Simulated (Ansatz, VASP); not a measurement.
## Ni in VASP and in Ansatz

```
Ni
1.0
     0.00000    1.82360    1.75905
     1.69449    0.00000    1.75905
     1.69449    1.82360    0.00000
Ni
1
Direct
  0.00000 0.00000 0.00000
```

Change from the starting cell: strain +e along x and -e along y -0.0367, strain +e along z and -e/2 along x and y +0.0000.

Alike in both runs: task single point; functional PBE; k mesh 22 × 22 × 22; occupations gaussian, width 0.15 eV; collinear spin.

|  | VASP | Ansatz |
| --- | --- | --- |
| version | VASP 6.6.1 | Ansatz 0.2.0 |
| potentials or method | VASP PAW PBE potentials, release 64 (Ni), cutoff 520 eV | scalar-relativistic, plane waves, PAW |
| valence electrons in the cell | 10 | 18 |

Ansatz gave:

```
gap on the k mesh at the Fermi level (eV)                     : none
pressure (GPa)                                                : 0.7
traceless stress, the component that is largest in VASP (GPa) : -4.79
net moment per atom (μB)                                      : 0.64
size of the moment on the site where the two differ most (μB) : 0.68
```

Problem. Which values does VASP return?

Solution. gap on the k mesh at the Fermi level (eV): none; pressure (GPa): 0.7; traceless stress, the component that is largest in VASP (GPa): -4.61; net moment per atom (μB): 0.63; size of the moment on the site where the two differ most (μB): 0.64.

Site moments also hang on the region over which each program counts them. A gap of «none» marks a metal or a gap that the smearing closes. VASP's potentials hold 10 valence electrons a cell and Ansatz's 18, so a difference there can come from the potentials and not from the codes.
